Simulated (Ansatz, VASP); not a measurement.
# ZnS in VASP and in Ansatz

INCAR

```
SYSTEM = ZnS
ALGO = Normal ; EDIFF = 1E-7
ENCUT = 520 ; GGA = CA
ISIF = 2 ; ISMEAR = 0
LASPH = .TRUE. ; LCHARG = .FALSE.
LREAL = .FALSE. ; LWAVE = .FALSE.
NBANDS = 36 ; NELM = 100
PREC = Accurate ; SIGMA = 0.05
```

Contents of KPOINTS:

```
k-points
0
G
  8 8 3
  0 0 0
```

File POSCAR:

```
ZnS
1.0
    2.7046500000     -2.7046500000      0.0000000000
    2.7046500000      0.0000000000     -2.7046500000
    6.3110303100      4.9584348450      4.9584348450
Zn S
3 3
Direct
    0.6458236100      0.6458236100      0.1250333333
   -0.1319763900     -0.1319763900      0.7917000000
    0.2569236100      0.2569236100      0.4583666667
    0.5207986100      0.5207986100      0.8750333333
    0.9096986100      0.9096986100      0.5417000000
    0.2985986100      0.2985986100      0.2083666667
```

Input for Ansatz:

```yaml
crystal:
  lattice:
    - [2.70465, -2.70465, 0.0]
    - [2.70465, 0.0, -2.70465]
    - [6.31103031, 4.958434845, 4.958434845]
  atoms:
    - { symbol: Zn, position: [0.64582361, 0.64582361, 0.1250333333] }
    - { symbol: Zn, position: [-0.13197639, -0.13197639, 0.7917] }
    - { symbol: Zn, position: [0.25692361, 0.25692361, 0.4583666667] }
    - { symbol: S, position: [0.52079861, 0.52079861, 0.8750333333] }
    - { symbol: S, position: [0.90969861, 0.90969861, 0.5417] }
    - { symbol: S, position: [0.29859861, 0.29859861, 0.2083666667] }
basis:
  ecutwfc: 420
kpoints:
  mp_grid: { grid: [8, 8, 3] }
hamiltonian:
  xc: lda
scf:
  occupations: { method: gaussian, width: 0.05 }
output:
  forces: true
  stress: true
  eigenvalues: true
```

Alike in both runs: task single point; functional LDA; k mesh 8 × 8 × 3; occupations gaussian, width 0.05 eV; no spin polarisation.

```csv
,VASP,Ansatz
version,VASP 6.6.1,Ansatz 0.2.0
potentials or method,"VASP PAW LDA potentials, release 64 (Zn, S), cutoff 520 eV","scalar-relativistic, plane waves, PAW"
valence electrons in the cell,54,54
```

VASP gave:

```
gap on the k mesh at the Fermi level (eV)                     : 1.33
least direct gap on the mesh (eV)                             : 1.33
pressure (GPa)                                                : -5.0
traceless stress, the component that is largest in VASP (GPa) : -3.28
rms of the force components (eV/Å)                            : 0.228
```

Problem. Which values does Ansatz return?

Solution. gap on the k mesh at the Fermi level (eV): 1.30; least direct gap on the mesh (eV): 1.30; pressure (GPa): -5.2; traceless stress, the component that is largest in VASP (GPa): -3.29; rms of the force components (eV/Å): 0.228.

LDA's correlation is that of Perdew and Zunger in VASP and of Perdew and Wang (1992) in Ansatz. Atom by atom the forces differ by 0.003 eV/Å (rms over components).
